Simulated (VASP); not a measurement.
Wanted: the native input for a VASP 6.6.1 run.

- Task: relaxation of cell and atoms
- Functional: PBEsol
- Potentials or basis: VASP PAW PBE potentials, release 64 (Mg, B)
- Cutoff: 600 eV
- k mesh: 10 × 10 × 8
- Occupations: fermi-dirac, width 0.05 eV
- Spin: no spin polarisation
- Target pressure: 10 GPa
- Dipole correction: no
- Further INCAR settings: ALGO = Normal; EDIFF = 1e-07; IBRION = 2; EDIFFG = -0.01; NSW = 60; ISIF = 3

The structure of MgB2 lies in POSCAR:

```
MgB2
1.0
    3.0850000000      0.0000000000      0.0000000000
   -1.5425000000      2.6716883707      0.0000000000
    0.0000000000      0.0000000000      3.5230000000
Mg B
1 2
Direct
    0.0000000000      0.0000000000      0.0000000000
    0.6666666667      0.3333333333      0.5000000000
    0.3333333333      0.6666666667      0.5000000000
```

These files were run (other wordings do the same):

INCAR

```
SYSTEM = MgB2
PREC = Accurate
ENCUT = 600
EDIFF = 1E-7
ISMEAR = -1
SIGMA = 0.05
LREAL = .FALSE.
LASPH = .TRUE.
NELM = 80
ALGO = Normal
ISIF = 3
LWAVE = .FALSE.
LCHARG = .FALSE.
GGA = PS
IBRION = 2
NSW = 60
EDIFFG = -0.01
PSTRESS = 100.0
```

KPOINTS

```
regular mesh
0
G
  10 10 8
  0 0 0
```

Potentials or basis: VASP PAW PBE potentials, release 64 (Mg, B).

Launch:

```console
$ cat potpaw_PBE.64/Mg/POTCAR potpaw_PBE.64/B/POTCAR > POTCAR
$ mpirun -np 1 vasp_std > vasp.out
```

It gave:

```json
{
  "Relaxed volume": "8.91 Å³/atom",
  "Relaxed cell": "a = 3.023 Å, b = 3.023 Å, c = 3.378 Å, α = 90.00°, β = 90.00°, γ = 120.00°",
  "Space group after relaxing (to 0.1 Å)": "P6/mmm (No. 191)",
  "Energy change on relaxing (the run minimises the enthalpy)": "+14.6 meV/atom",
  "Ionic steps": "5",
  "Pressure after relaxing": "10.0 GPa",
  "Band gap on the k mesh": "zero (bands 4 and 5 overlap by 2.81 eV)"
}
```

Caveat: the cell is relaxed towards a set pressure, so the run minimises the enthalpy, not the energy; the PAW data sets were made with another functional, which shifts forces and pressure a little.

Run time: 26 s on 1 thread of Intel(R) Xeon(R) 6975P-C (Granite Rapids), on a shared host, peak memory 0.17 GiB.
